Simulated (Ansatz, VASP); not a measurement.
## Two plane-wave programs on K3LuN2

```
CELL_PARAMETERS angstrom
4.42829 0.00000 0.00000
-2.21415 3.83501 0.00000
0.00000 0.00000 6.82306
ATOMIC_POSITIONS crystal
K 0.33333 0.66667 0.50000
K 0.66667 0.33333 0.00000
K 0.66667 0.33333 0.50000
Lu 0.33333 0.66667 0.00000
N 0.00000 0.00000 0.21095
N 0.00000 0.00000 0.78905
```

Change from the starting cell: species swapped into the Eu2Ge3Au type (P-6m2, No. 187).

Alike in both runs: functional PBE; k mesh 12 × 12 × 6; occupations gaussian, width 0.1 eV; no spin polarisation.

Ansatz relaxed the structure, and its values are those at the end. VASP's run is a single point on that final structure, the one shown.

|  | VASP | Ansatz |
| --- | --- | --- |
| version | VASP 6.6.1 | Ansatz 0.2.0 |
| potentials or method | VASP PAW PBE potentials, release 64 (K_sv, Lu, N), cutoff 520 eV | scalar-relativistic, plane waves, PAW |
| valence electrons in the cell | 62 | 62 |

```csv
,VASP,Ansatz,Ansatz less VASP
gap on the k mesh at the Fermi level (eV),none,none,-
pressure (GPa),0.5,0.0,-0.48
```

A gap of «none» marks a metal or a gap that the smearing closes. The functional is the same, so the differences come from potentials, cutoffs and numerics.

Neither program's run includes spin-orbit coupling.
